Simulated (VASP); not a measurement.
# Nd2SiS: single point with PBE

The system is Nd2SiS.

```
CELL_PARAMETERS angstrom
4.16309 0.00000 0.00000
0.00000 4.16309 0.00000
0.00000 0.00000 5.88881
ATOMIC_POSITIONS crystal
Nd 0.00000 0.00000 0.50000
Nd 0.50000 0.50000 0.00000
Si 0.00000 0.00000 0.00000
S 0.50000 0.50000 0.50000
```

The cell was built from a structure type or drawn by symmetry, and may not be a known phase.

| Property | Result |
| --- | --- |
| Program | VASP 6.6.1 |
| Task | single point |
| Functional | PBE |
| Potentials or basis | VASP PAW PBE potentials, release 64 (Nd_3, Si, S), 4f in core |
| Cutoff | 500 eV |
| k mesh | 4 × 4 × 4 |
| Occupations | gaussian, width 0.1 eV |
| Spin | no spin polarisation |
| Dipole correction | no |
| Mended | yes |
| Further INCAR settings | ALGO = Normal; EDIFF = 1e-06; NBANDS = 24 |

```json
{
  "Pressure": "0.4 GPa",
  "Band gap on the k mesh": "zero (bands 16 and 17 overlap by 1.14 eV)"
}
```

Levels at points of the mesh, in eV from the Fermi level:
| k point | band 12 | band 13 | band 14 | band 15 | band 16 | band 17 | band 18 | band 19 | band 20 | band 21 |
| --- | --- | --- | --- | --- | --- | --- | --- | --- | --- | --- |
| (0.00, 0.00, 0.00) | -2.76 | -2.76 | -1.04 | 0.42 | 0.90 | 0.90 | 0.94 | 1.49 | 1.49 | 1.62 |
| (0.50, 0.00, 0.00) | -4.04 | -3.39 | -2.57 | -1.08 | -1.02 | 1.92 | 2.32 | 2.70 | 3.01 | 3.15 |
| (0.50, 0.50, 0.00) | -3.45 | -2.81 | -1.00 | -1.00 | 0.01 | 0.01 | 0.87 | 2.82 | 2.91 | 3.90 |
| (0.00, 0.00, 0.50) | -2.90 | -2.90 | -2.10 | -0.50 | 0.03 | 0.44 | 0.44 | 1.90 | 2.37 | 2.56 |
| (0.50, 0.00, 0.50) | -4.67 | -4.14 | -2.44 | -2.04 | -1.33 | 3.11 | 3.27 | 3.41 | 3.60 | 3.79 |
| (0.50, 0.50, 0.50) | -3.62 | -3.62 | -1.47 | -1.25 | -1.25 | 1.82 | 1.82 | 2.94 | 2.94 | 3.55 |

It took 18 s on 1 thread of Intel(R) Xeon(R) 6975P-C (Granite Rapids), with other jobs on the host, peak memory 0.21 GiB.

Caveat: the k points lie up to 0.38 Å⁻¹ apart, too coarse for converged energies and pressures of a metal; spin-orbit coupling is left out, which moves the levels of the heavy elements; the 4f electrons are frozen in the core, so they carry no moment and show no levels; the run has no spin polarisation, though such a crystal can be magnetic. With open d or f shells a metallic result of PBE can be an artefact of self-interaction; +U or a hybrid may open a gap.
